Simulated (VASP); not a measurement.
Zr2O, 6 atoms in the cell. The structure is tetragonal, space group P4_2/mnm (No. 136). The conventional cell has a = 5.415 Å, b = 5.415 Å, c = 3.285 Å, α = 90.00°, β = 90.00°, γ = 90.00°. Zr (site symmetry m2m) has 3 O at 2.19 to 2.32 Å within 2.9 Å. O (site symmetry mmm) has 6 Zr at 2.19 to 2.32 Å within 2.9 Å. 

- Program: VASP 6.6.1
- Task: single point
- Functional: r2SCAN
- Potentials or basis: VASP PAW PBE potentials, release 64 (Zr_sv, O)
- Cutoff: 520 eV
- k mesh: 4 × 4 × 6
- Occupations: gaussian, width 0.1 eV
- Spin: no spin polarisation
- Dipole correction: no
- Further INCAR settings: ALGO = Normal; EDIFF = 1e-07; NBANDS = 39

Potentials or basis: VASP PAW PBE potentials, release 64 (Zr_sv, O).

Launch:

```sh
$ cat potpaw_PBE.64/Zr_sv/POTCAR potpaw_PBE.64/O/POTCAR > POTCAR
$ cp INCAR.step1 INCAR
$ mpirun -np 1 vasp_std > vasp.out
$ cp INCAR.step2 INCAR
$ mpirun -np 1 vasp_std > vasp.out
```

Hardware: 1 thread of Intel(R) Xeon(R) Platinum 8488C (Sapphire Rapids), with other jobs on the host.

How long does it take, and how much memory?

Wall time 3 min on 1 thread of Intel(R) Xeon(R) Platinum 8488C (Sapphire Rapids) (shared host), peak memory 0.23 GiB. Counts: k points 24.
